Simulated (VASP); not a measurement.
# Ta2C (P-3m1) in VASP: notebook, part 2 of 2

VASP 6.6.1. The steps go on from the part before.

**3. Single point, PBEsol (12.79 Å³/atom)**

This run uses another cell than the first one, of 12.79 Å³/atom.

Input file INCAR:

```
PREC = Accurate
ENCUT = 520
EDIFF = 1E-7
ISMEAR = 0
SIGMA = 0.1
LREAL = F
LASPH = T
NELM = 80
ALGO = Normal
ISIF = 2
LWAVE = F
LCHARG = F
GGA = PS
NBANDS = 20
```

Input file KPOINTS:

```
regular mesh
0
Gamma
  18 18 8
```

Input file POSCAR:

```
Ta2C
1.0
    3.0309395541      0.0000000000      0.0000000000
   -1.5154697771      2.6248706512      0.0000000000
    0.0000000000      0.0000000000      4.8243570864
Ta C
2 1
Direct
    0.3333333333      0.6666666667      0.2561654052
    0.6666666667      0.3333333333      0.7438345948
    0.0000000000      0.0000000000      0.0000000000
```

Potentials or basis: VASP PAW PBE potentials, release 64 (Ta_pv, C).

Run with:

```
cat potpaw_PBE.64/Ta_pv/POTCAR potpaw_PBE.64/C/POTCAR > POTCAR
mpirun -np 1 vasp_std > vasp.out
```

OUTCAR:

```text
PREC = Accurate
   ENCUT = 520
   EDIFF = 1E-7
   ISMEAR = 0
   LREAL = F
   LASPH = T
   NELM = 80
   ISIF = 2
   GGA = PS

 ion  position               nearest neighbor table
   1  0.333  0.667  0.256-   3 2.14   3 2.14   3 2.14   2 2.93   2 2.93   2 2.93   2 3.03   2 3.03
                             2 3.03
   2  0.667  0.333  0.744-   3 2.14   3 2.14   3 2.14   1 2.93   1 2.93   1 2.93   1 3.03   1 3.03
                             1 3.03
   3  0.000  0.000  0.000-   1 2.14   2 2.14   2 2.14   1 2.14   2 2.14   1 2.14

  LATTYP: Found a hexagonal cell.
 ALAT       =     3.0309395541
 C/A-ratio  =     1.5917034967

  Lattice vectors:

 A1 = (   3.0309395541,   0.0000000000,   0.0000000000)
 A2 = (  -1.5154697771,   2.6248706512,   0.0000000000)
 A3 = (   0.0000000000,   0.0000000000,   4.8243570864)

Analysis of symmetry for initial positions (statically):
=====================================================================
 Subroutine PRICEL returns:
 Original cell was already a primitive cell.

 Routine SETGRP: Setting up the symmetry group for a
 hexagonal supercell.

 Subroutine GETGRP returns: Found 12 space group operations
 (whereof 12 operations were pure point group operations)
 out of a pool of 24 trial point group operations.

The static configuration has the point symmetry D_3d.

Analysis of symmetry for dynamics (positions and initial velocities):
=====================================================================
 Subroutine PRICEL returns:
 Original cell was already a primitive cell.

 Routine SETGRP: Setting up the symmetry group for a
 hexagonal supercell.

 Subroutine GETGRP returns: Found 12 space group operations
 (whereof 12 operations were pure point group operations)
 out of a pool of 24 trial point group operations.

The dynamic configuration has the point symmetry D_3d.

 Subroutine INISYM returns: Found 12 space group operations
 (whereof 12 operations are pure point group operations),
 and found     1 'primitive' translations

----------------------------------------------------------------------------------------

                                     Primitive cell

  volume of cell :      38.3817

  direct lattice vectors                    reciprocal lattice vectors
     3.030939554  0.000000000  0.000000000     0.329930697  0.190485577  0.000000000
    -1.515469777  2.624870651  0.000000000     0.000000000  0.380971154  0.000000000
     0.000000000  0.000000000  4.824357086     0.000000000  0.000000000  0.207281506

  length of vectors
     3.030939554  3.030939554  4.824357086     0.380971154  0.380971154  0.207281506

  position of ions in fractional coordinates (direct lattice)
     0.333333333  0.666666667  0.256165405
     0.666666667  0.333333333  0.743834595
     0.000000000  0.000000000  0.000000000

  ion indices of the primitive-cell ions
   primitive index   ion index
                 1           1
                 2           2
                 3           3

----------------------------------------------------------------------------------------

 KPOINTS: regular mesh

Automatic generation of k-mesh.
 Grid dimensions read from file:
 generate k-points for:   18   18    8

 Generating k-lattice:

  Cartesian coordinates                     Fractional coordinates (reciprocal lattice)
     0.018329483  0.010582532  0.000000000     0.055555556 -0.000000000  0.000000000
     0.000000000  0.021165064  0.000000000     0.000000000  0.055555556  0.000000000
     0.000000000  0.000000000  0.025910188     0.000000000  0.000000000  0.125000000

  Length of vectors
     0.021165064  0.021165064  0.025910188

  Shift w.r.t. Gamma in fractional coordinates (k-lattice)
     0.000000000  0.000000000  0.000000000

 Subroutine IBZKPT returns following result:
 ===========================================

 Found    266 irreducible k-points:

 Following reciprocal coordinates:
            Coordinates               Weight
  0.000000  0.000000  0.000000      1.000000
  0.055556  0.000000  0.000000      6.000000
  0.111111  0.000000  0.000000      6.000000
  0.166667  0.000000  0.000000      6.000000
  0.222222  0.000000  0.000000      6.000000
  0.277778  0.000000  0.000000      6.000000
[... 16 lines left out ...]
  0.333333  0.111111  0.000000     12.000000
  0.388889  0.111111  0.000000     12.000000
 [... further k-points ...]
   k-points           NKPTS =    266   k-points in BZ     NKDIM =    266   number of bands    NBANDS=     20
   number of dos      NEDOS =    301   number of ions     NIONS =      3
   total plane-waves  NPLWV =  20736
   dimension x,y,z NGX =    24 NGY =   24 NGZ =   36
   dimension x,y,z NGXF=    48 NGYF=   48 NGZF=   72
   ions per type =               2   1
   NGX,Y,Z   is equivalent  to a cutoff of  13.16, 13.16, 12.41 a.u.
   NGXF,Y,Z  is equivalent  to a cutoff of  26.33, 26.33, 24.81 a.u.
 SYSTEM =  unknown system
   PREC   = accura    normal or accurate (medium, high low for compatibility)
   ISTART =      0    job   : 0-new  1-cont  2-samecut
   ICHARG =      2    charge: 1-file 2-atom 10-const
   ISPIN  =      1    spin polarized calculation?
   LNONCOLLINEAR =      F non collinear calculations
   LSORBIT =      F    spin-orbit coupling
   LASPH  =      T    aspherical Exc in radial PAW
   ENCUT  =  520.0 eV  38.22 Ry    6.18 a.u.   5.64  5.64  8.97*2*pi/ulx,y,z
   NELM   =     80;   NELMIN=  2; NELMDL= -5     # of ELM steps
   EDIFF  = 0.1E-06   stopping-criterion for ELM
   LREAL  =      F    real-space projection
   EDIFFG = 0.1E-05   stopping-criterion for IOM
   NSW    =      0    number of steps for IOM
   IBRION =     -1    ionic relax: 0-MD 1-quasi-New 2-CG
   NFREE  =      0    steps in history (QN), initial steepest desc. (CG)
   ISIF   =      2    stress and relaxation
   ISYM   =      2    0-nonsym 1-usesym 2-fastsym
   POTIM  = 0.5000    time-step for ionic-motion
   TEBEG  =    0.0;   TEEND  =   0.0 temperature during run
   PSTRESS=    0.0 pullay stress
   NELECT =      26.0000    total number of electrons
   NUPDOWN=      -1.0000    fix difference up-down
   EMIN   =  10.00;   EMAX   =-10.00  energy-range for DOS
   EFERMI =   0.00;   METHOD = LEGACY
   ISMEAR =     0;   SIGMA  =   0.10  broadening in eV -4-tet -1-fermi 0-gaus
   EFERMI_NEDOS =   21; number of points for ismear=-14 and -15
   IALGO  =     38    algorithm
   IMIX   =      4    mixing-type and parameters
     AMIX     =   0.40;   BMIX     =  1.00
     AMIX_MAG =   1.60;   BMIX_MAG =  1.00
  volume/ion in A,a.u.               =      12.79        86.34
  Fermi-wavevector in a.u.,A,eV,Ry     =   1.437775  2.717002 28.125941  2.067198
  Thomas-Fermi vector in A             =   2.556816
   LORBIT       =      0    0 simple, 1 ext, 2 COOP (PROOUT), +10 PAW based schemes
   GGA     = PS    functional components
   LHFCALC =     F    Hartree Fock is set to
   AEXX    =    0.0000 exact exchange contribution
   IVDW    =     0    specifies the selected vdW correction
   LEPSILON=     F    determine dielectric tensor
   LRPA    =     F    only Hartree local field effects (RPA)
 non-spin polarized calculation
 Gauss-broadening in eV      SIGMA  =   0.10
  energy-cutoff  :      520.00
  volume of cell :       38.38
 maximum number of plane-waves:      1085
 NGX is ok and might be reduce to    24
   NGX = 11   NGY = 11   NGZ = 17

 number of electron      26.0000003 magnetization

 Free energy of the ion-electron system (eV)
  ---------------------------------------------------
  ext. energy  EPLUGINS =         0.00000000
  ---------------------------------------------------
  free energy    TOTEN  =       -36.55781665 eV

  energy without entropy =      -36.55444139  energy(sigma->0) =      -36.55612902

 E-fermi :   7.0362     XC(G=0): -13.2710

 val. band max:        7.0354488033   @ k =  -0.1111   0.3333   0.2500
 cond. band min:       7.0418609521   @ k =   0.1111   0.0000   0.5000
 fundamental gap:      0.0064121488
 Fermi energy:         7.0362288428

 k-point     1 :       0.0000    0.0000    0.0000
  band No.  band energies     occupation
      1     -27.7075      2.00000
      2     -26.8068      2.00000
      3     -26.8068      2.00000
      4     -26.6631      2.00000
      5     -26.6631      2.00000
      6     -26.5737      2.00000
[... 12 lines left out ...]
     19       9.9654      0.00000
[... 513 lines left out ...]
      4     -27.0893      2.00000
      5     -26.8393      2.00000
      6     -26.8256      2.00000
[... 12 lines left out ...]
     19      13.3528      0.00000
     20      13.7869      0.00000

 [... further k-points ...]

------------------------ aborting loop because EDIFF is reached ----------------------------------------

  FORCE on cell =-STRESS in cart. coord.  units (eV):
  Direction    XX          YY          ZZ          XY          YZ          ZX
  --------------------------------------------------------------------------------------
  -------------------------------------------------------------------------------------
  Total        4.7652021      4.7652021      4.7498784     -0.0000000      0.0000000      0.0000000
  in kB      198.9148830    198.9148830    198.2752240     -0.0000000      0.0000000      0.0000000
  external PRESSURE =     198.7016634 kB  Pullay stress =       0.0000000 kB

 VOLUME and BASIS-vectors are now :
 -----------------------------------------------------------------------------
  energy-cutoff  :      520.00
  volume of cell :       38.38
      direct lattice vectors                 reciprocal lattice vectors
     3.030939554  0.000000000  0.000000000     0.329930697  0.190485577  0.000000000
    -1.515469777  2.624870651  0.000000000     0.000000000  0.380971154  0.000000000
     0.000000000  0.000000000  4.824357086     0.000000000  0.000000000  0.207281506

 POSITION                                       TOTAL-FORCE (eV/Angst)
 -----------------------------------------------------------------------------------
     -0.00000      1.74991      1.23583         0.000000      0.000000      0.056331
      1.51547      0.87496      3.58852        -0.000000      0.000000     -0.056331
      0.00000      0.00000      0.00000         0.000000      0.000000      0.000000
 -----------------------------------------------------------------------------------
    total drift:                               -0.000000      0.000000     -0.000000

  FREE ENERGIE OF THE ION-ELECTRON SYSTEM (eV)
  ---------------------------------------------------
  free  energy   TOTEN  =       -36.5578166475 eV

  energy  without entropy=      -36.5544413906  energy(sigma->0) =      -36.55612902
```

Run time: 6.8 min. Hardware: 1 thread of Intel Xeon 8259CL, shared host; peak memory 0.27 GiB.

Results:

* Free energy: -36.5578 eV
* Pressure: 19.9 GPa
* Largest force: 0.056 eV/Å
* Band gap on the k mesh: zero (bands 13 and 14 overlap by 0.87 eV)

Forces on the atoms (eV/Å):
```
Ta   0.000  0.000  0.056
Ta   0.000  0.000 -0.056
C    0.000  0.000  0.000
```

Caveat: the cell stands under pressure; the PAW data sets were made with another functional, which shifts forces and pressure a little; spin-orbit coupling is left out, which moves the levels of the heavy elements.

**4. Single point, PBEsol (13.20 Å³/atom)**

This run uses another cell than the first one, of 13.20 Å³/atom.

Input file INCAR:

```
SYSTEM = Ta2C
PREC     = Accurate       ! precision mode
ENCUT    = 520            ! plane-wave cutoff, eV
EDIFF    = 1E-7           ! SCF threshold, eV
ISMEAR   = 0              ! smearing method
SIGMA    = 0.1            ! smearing width, eV
LREAL    = .FALSE.        ! projectors in reciprocal space
LASPH    = .TRUE.         ! aspherical terms in the spheres
NELM     = 80             ! most SCF steps
ALGO     = Normal         ! electronic algorithm
ISIF     = 2              ! what is computed and relaxed
LWAVE    = .FALSE.        ! write WAVECAR
LCHARG   = .FALSE.        ! write CHGCAR
GGA      = PS             ! functional
NBANDS   = 20             ! bands
```

Input file KPOINTS:

```
Automatic mesh
0
G
  18 18 8
  0 0 0
```

Input file POSCAR:

```
Ta2C
1.0
    3.0636293876      0.0000000000      0.0000000000
   -1.5318146938      2.6531808774      0.0000000000
    0.0000000000      0.0000000000      4.8726523119
Ta C
2 1
Direct
    0.3333333333      0.6666666667      0.2545749018
    0.6666666667      0.3333333333      0.7454250982
    0.0000000000      0.0000000000      0.0000000000
```

Run with:

```
cat potpaw_PBE.64/Ta_pv/POTCAR potpaw_PBE.64/C/POTCAR > POTCAR
mpirun -np 1 vasp_std > vasp.out
```

Wall time 7 min (1 thread of Intel Xeon 8259CL, shared host); peak memory 0.28 GiB.

Results (log left out):

```
Free energy            : -36.6683 eV
Pressure               : 9.4 GPa
Largest force          : 0.051 eV/Å
Band gap on the k mesh : zero (bands 13 and 14 overlap by 0.83 eV)
```

Forces in eV/Å, atoms in the order of the input:
```
Ta   0.000  0.000  0.051
Ta   0.000  0.000 -0.051
C    0.000  0.000  0.000
```

Levels at points of the mesh, in eV from the Fermi level:
```csv
k point,band 9,band 10,band 11,band 12,band 13,band 14,band 15,band 16,band 17,band 18
"(0.00, 0.00, 0.00)",-3.65,-3.65,-2.94,-0.02,0.52,0.52,1.18,1.18,2.42,2.42
"(0.50, 0.00, 0.00)",-4.45,-4.10,-3.93,-1.83,-0.17,3.42,3.63,4.93,5.39,5.46
"(0.00, 0.00, 0.50)",-3.92,-3.92,-1.97,-1.50,-0.31,-0.31,3.14,3.14,3.64,3.64
"(0.50, 0.00, 0.50)",-4.77,-3.61,-2.62,-1.13,-0.94,1.50,1.55,4.57,5.09,5.27
```

Caveat: the cell stands under pressure; the PAW data sets were made with another functional, which shifts forces and pressure a little; spin-orbit coupling is left out, which moves the levels of the heavy elements.

**5. Single point, PBEsol**

This run uses another cell than the first one, of 13.61 Å³/atom.

Input file INCAR:

```
SYSTEM = Ta2C
PREC = Accurate
ENCUT = 520
EDIFF = 1E-7
ISMEAR = 0
SIGMA = 0.1
LREAL = .FALSE.
LASPH = .TRUE.
NELM = 80
ALGO = Normal
ISIF = 2
LWAVE = .FALSE.
LCHARG = .FALSE.
GGA = PS
NBANDS = 20
```

KPOINTS is that of step 4.

Input file POSCAR:

```
Ta2C
1.0
    3.0953007023      0.0000000000      0.0000000000
   -1.5476503512      2.6806090406      0.0000000000
    0.0000000000      0.0000000000      4.9210802832
Ta C
2 1
Direct
    0.3333333333      0.6666666667      0.2528761935
    0.6666666667      0.3333333333      0.7471238065
    0.0000000000      0.0000000000      0.0000000000
```

Run with:

```
cat potpaw_PBE.64/Ta_pv/POTCAR potpaw_PBE.64/C/POTCAR > POTCAR
mpirun -np 1 vasp_std > vasp.out
```

Wall time 7.7 min (1 thread of Intel Xeon 8259CL, shared host); peak memory 0.29 GiB.

It converged, with:

| Item | Value |
| --- | --- |
| Free energy | -36.7050 eV |
| Pressure | 0.5 GPa |
| Largest force | 0.048 eV/Å |
| Band gap on the k mesh | zero (bands 13 and 14 overlap by 0.80 eV) |

Forces on the atoms (eV/Å):
```
Ta   0.000  0.000  0.048
Ta   0.000  0.000 -0.048
C    0.000  0.000  0.000
```

Levels at points of the mesh, in eV from the Fermi level:
```
           k point  band 9  band 10  band 11  band 12  band 13  band 14  band 15  band 16  band 17  band 18
(0.00, 0.00, 0.00)   -3.61    -3.61    -2.99    -0.01     0.51     0.51     1.13     1.13     2.39     2.39
(0.50, 0.00, 0.00)   -4.36    -4.03    -3.77    -1.80    -0.24     3.35     3.49     4.71     5.13     5.25
(0.00, 0.00, 0.50)   -3.86    -3.86    -1.83    -1.55    -0.30    -0.30     2.98     2.98     3.51     3.51
(0.50, 0.00, 0.50)   -4.64    -3.58    -2.56    -1.16    -0.98     1.55     1.55     4.35     4.88     5.01
```

Caveat: the PAW data sets were made with another functional, which shifts forces and pressure a little; spin-orbit coupling is left out, which moves the levels of the heavy elements.

**6. Overview**

| cell | gap on the mesh (eV) | pressure (GPa) | largest force (eV/Å) |
| --- | --- | --- | --- |
| a = 2.997, b = 2.997, c = 4.776 Å, angles 90.0, 90.0, 120.0°, 3 atoms, atomic positions A | none | 32.1 | 0.06 |
| a = 3.031, b = 3.031, c = 4.824 Å, angles 90.0, 90.0, 120.0°, 3 atoms, atomic positions B | none | 19.9 | 0.06 |
| a = 3.064, b = 3.064, c = 4.873 Å, angles 90.0, 90.0, 120.0°, 3 atoms, atomic positions C | none | 9.4 | 0.05 |
| a = 3.095, b = 3.095, c = 4.921 Å, angles 90.0, 90.0, 120.0°, 3 atoms, atomic positions D | none | 0.5 | 0.05 |

Alike in all rows: task single point; level PBEsol; potentials or basis VASP PAW PBE potentials, release 64 (Ta_pv, C); no spin polarisation; k mesh 18 × 18 × 8; cutoff (eV) 520; smearing gaussian 0.1 eV.

Caveats: the PAW data sets were made with another functional, which shifts forces and pressure a little; spin-orbit coupling is left out, which moves the levels of the heavy elements; the cell stands under pressure (at least some runs).

Absolute energies hang on the potentials; compare differences alone.
